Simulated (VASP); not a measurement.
Set up this calculation in VASP 6.6.1, as the native input.

```
Task                   : single point
Functional             : LDA
Potentials or basis    : VASP PAW LDA potentials, release 64 (P)
Cutoff                 : 520 eV
k mesh                 : 17 × 17 × 17
Occupations            : fermi-dirac, width 0.05 eV
Spin                   : no spin polarisation
Dipole correction      : no
Further INCAR settings : ALGO = Normal; EDIFF = 1e-07; NBANDS = 8
```

The structure of P lies in POSCAR:

```
P
1.0
   -1.4620485055      1.4620485055      1.4620485055
    1.4620485055     -1.4620485055      1.4620485055
    1.4620485055      1.4620485055     -1.4620485055
P
1
Direct
    0.0000000000      0.0000000000      0.0000000000
```

This cell differs from its parent crystal: volume scaled by 0.92.

One way to write it, as run:

INCAR

```
SYSTEM = P
PREC = Accurate
ENCUT = 520
EDIFF = 1E-7
ISMEAR = -1
SIGMA = 0.05
LREAL = .FALSE.
LASPH = .TRUE.
NELM = 80
ALGO = Normal
ISIF = 2
LWAVE = .FALSE.
LCHARG = .TRUE.
LELF = .TRUE.
LVHAR = .TRUE.
NBANDS = 8
```

KPOINTS

```
Automatic mesh
0
G
  17 17 17
  0 0 0
```

Potentials or basis: VASP PAW LDA potentials, release 64 (P).

The run is started by

```bash
$ cat potpaw_LDA.64/P/POTCAR > POTCAR
$ mpirun -np 1 vasp_std > vasp.out
```

It gave:

```yaml
Pressure: 10.4 GPa
```

It took 7.5 s on 1 thread of Intel(R) Xeon(R) Platinum 8488C (Sapphire Rapids), with other jobs on the host, peak memory 0.12 GiB.
